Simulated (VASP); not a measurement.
A run of VASP 6.6.1 is set up as follows.

File POSCAR:

```
H9ClO4
1.0
    5.7296700000      0.0000000000      0.0000000000
    0.0000000000      5.7296700000      0.0000000000
    0.0000000000      0.0000000000      5.7296700000
O H Cl
4 9 1
Direct
    0.6737560802      0.3224443991      0.0997265113
    0.7549125866      0.9215539464      0.8113032688
    0.5086680385     -0.0354470676      0.4114722139
   -0.0505788291      0.7801321891      0.3139971412
    0.7359411624      0.1671998562      0.0257606459
    0.8072716230      0.3643490812      0.1959100611
    0.7608117047      0.7521375577      0.8499616906
    0.5944495931      0.9568788429      0.7674962083
    0.5659837303      0.1096747282      0.3060211147
    0.3745590933     -0.0295479495      0.2689160109
   -0.2161381022      0.8150382134      0.3068763122
    0.0047821253      0.6808594561      0.1759612683
    0.0479085183      0.5815343641      0.6266678535
    0.2269938757      0.5598228170      0.7475823215
```

The input INCAR.step1:

```
SYSTEM = H9ClO4
PREC = Accurate
ENCUT = 520
ISMEAR = -1
SIGMA = 0.05
LREAL = .False.
LASPH = .True.
NELM = 100
NBANDS = 33
GGA = PE
ALGO = Normal
EDIFF = 1E-4
LWAVE = .True.
LCHARG = .False.
```

INCAR.step2

```
SYSTEM = H9ClO4
PREC = Accurate
ENCUT = 520
EDIFF = 1E-6
ISMEAR = -1
SIGMA = 0.05
LREAL = .False.
LASPH = .True.
NELM = 100
ALGO = Normal
ISIF = 2
LWAVE = .False.
LCHARG = .False.
METAGGA = R2SCAN
LMIXTAU = .True.
IVDW = 12
VDW_S6 = 1.0
VDW_S8 = 0.78981345
VDW_A1 = 0.49484001
VDW_A2 = 5.73083694
NBANDS = 33
ISTART = 1
```

KPOINTS

```
Automatic mesh
0
Gamma
  1 1 1
  0 0 0
```

Potentials or basis: VASP PAW PBE potentials, release 64 (O, H, Cl).

Command:

```bash
$ cat potpaw_PBE.64/O/POTCAR potpaw_PBE.64/H/POTCAR potpaw_PBE.64/Cl/POTCAR > POTCAR
$ cp INCAR.step1 INCAR
$ mpirun -np 1 vasp_gam > vasp.out
$ cp INCAR.step2 INCAR
$ mpirun -np 1 vasp_gam > vasp.out
```

**Question.** Estimate the dispersion energy per atom.

**Answer.** -0.017 eV.

**Question.** Estimate the largest force.

**Answer.** 7.220 eV/Å.

**Question.** What does it give for the pressure?

**Answer.** -3.7 GPa.

Stress tensor (GPa, compression positive):
```
-0.83  1.69  0.63
 1.69 -5.38  0.34
 0.63  0.34 -4.90
```

Caveat: the k points lie up to 1.10 Å⁻¹ apart; the PAW data sets were made with another functional, which shifts forces and pressure a little.
